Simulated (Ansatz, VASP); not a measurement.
**One calculation of Ni, two programs**

Contents of INCAR:

```
SYSTEM = Ni
PREC = Accurate
ENCUT = 520
EDIFF = 1E-6
ISMEAR = 0
SIGMA = 0.05
LREAL = .False.
LASPH = .True.
NELM = 150
ALGO = Normal
ISIF = 2
LWAVE = .False.
LCHARG = .True.
ISPIN = 2
MAGMOM = 0.76
LORBIT = 11
LMAXMIX = 4
GGA = PE
LELF = .True.
LVHAR = .True.
NBANDS = 15
```

Contents of KPOINTS:

```
regular mesh
0
Gamma
  22 22 22
  0 0 0
```

File POSCAR:

```
Ni
1.0
    0.0000000000      1.7593096198      1.7593096198
    1.7593096198      0.0000000000      1.7593096198
    1.7593096198      1.7593096198      0.0000000000
Ni
1
Direct
    0.0000000000      0.0000000000      0.0000000000
```

Input for Ansatz:

```yaml
crystal:
  lattice:
    - [0.0, 1.7593096198, 1.7593096198]
    - [1.7593096198, 0.0, 1.7593096198]
    - [1.7593096198, 1.7593096198, 0.0]
  atoms:
    - { symbol: Ni, position: [0.0, 0.0, 0.0], spin: 0.76 }
basis:
  ecutwfc: 420
  ecutrho_ratio: 4
kpoints:
  mp_grid: { grid: [22, 22, 22] }
hamiltonian:
  xc: pbe
scf:
  occupations: { method: gaussian, width: 0.05 }
output:
  forces: true
  stress: true
  eigenvalues: true
  populations: true
magnetization:
  spin_polarized: true
```

Alike in both runs: task single point; functional PBE; k mesh 22 × 22 × 22; occupations gaussian, width 0.05 eV; collinear spin.

|  | VASP | Ansatz |
| --- | --- | --- |
| version | VASP 6.6.1 | Ansatz 0.2.0 |
| potentials or method | VASP PAW PBE potentials, release 64 (Ni), cutoff 520 eV | scalar-relativistic, plane waves, PAW |
| valence electrons in the cell | 10 | 18 |

|  | VASP | Ansatz | Ansatz less VASP |
| --- | --- | --- | --- |
| gap on the k mesh at the Fermi level (eV) | none | none | - |
| pressure (GPa) | 0.0 | 0.0 | +0.03 |
| net moment per atom (μB) | 0.64 | 0.65 | +0.005 |
| size of the moment on the site where the two differ most (μB) | 0.66 | 0.69 | +0.032 |

Site moments also hang on the region over which each program counts them. A gap of «none» marks a metal or a gap that the smearing closes. With one functional, cell and mesh, what is left measures potentials, basis and numerics. VASP's potentials hold 10 valence electrons a cell and Ansatz's 18, so a difference there can come from the potentials and not from the codes.
